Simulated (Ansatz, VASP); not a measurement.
## CuAu: VASP beside Ansatz

Contents of INCAR:

```
SYSTEM = CuAu
ALGO     = Normal         ! electronic algorithm
EDIFF    = 1E-7           ! SCF threshold, eV
ENCUT    = 520            ! plane-wave cutoff, eV
GGA      = CA             ! functional
ISIF     = 2              ! what is computed and relaxed
ISMEAR   = -1             ! smearing method
LASPH    = .True.         ! aspherical terms in the spheres
LCHARG   = .True.         ! write CHGCAR
LELF     = .True.         ! ELF
LREAL    = .False.        ! projectors in reciprocal space
LVHAR    = .True.       
LWAVE    = .False.        ! write WAVECAR
NBANDS   = 18             ! bands
NELM     = 80             ! most SCF steps
PREC     = Accurate       ! precision mode
SIGMA    = 0.08           ! smearing width, eV
```

The input KPOINTS:

```
k-points
0
Gamma
  12 12 9
  0 0 0
```

POSCAR

```
CuAu
1.0
    2.8107494552      0.0000000000      0.0000000000
    0.0000000000      2.8107494552      0.0000000000
    0.0000000000      0.0000000000      3.6850000000
Cu Au
1 1
Direct
    0.5000000000      0.5000000000      0.5000000000
    0.0000000000      0.0000000000      0.0000000000
```

Input for Ansatz:

```yaml
crystal:
  lattice:
    - [2.8107494552, 0.0, 0.0]
    - [0.0, 2.8107494552, 0.0]
    - [0.0, 0.0, 3.685]
  atoms:
    - { symbol: Cu, position: [0.5, 0.5, 0.5] }
    - { symbol: Au, position: [0.0, 0.0, 0.0] }
kpoints:
  mp_grid: { grid: [12, 12, 9] }
scf:
  occupations: { method: fermi_dirac, width: 0.08 }
  lower_state_search: "off"
hamiltonian:
  xc: lda
  pseudopotentials: { kind: all_electron, lapw: { basis_error: 0.001 } }
output:
  forces: true
  stress: true
  eigenvalues: false
  populations: true
  dos: { projected: true, de: 0.1, e_range: [-8, 5] }
```

Alike in both runs: task single point; functional LDA; k mesh 12 × 12 × 9; occupations fermi-dirac, width 0.08 eV; no spin polarisation.

|  | VASP | Ansatz |
| --- | --- | --- |
| version | VASP 6.6.1 | Ansatz 0.2.0 |
| potentials or method | VASP PAW LDA potentials, release 64 (Cu, Au), cutoff 520 eV | all-electron LAPW, scalar-relativistic |

```csv
,VASP,Ansatz,Ansatz less VASP
pressure (GPa),-8.4,-9.0,-0.57
"traceless stress, the component that is largest in VASP (GPa)",-0.69,-0.66,+0.027
```

LDA's correlation is that of Perdew and Zunger in VASP and of Perdew and Wang (1992) in Ansatz. Ansatz ran all-electron here, and VASP with PAW potentials.

Spin-orbit coupling is off throughout.
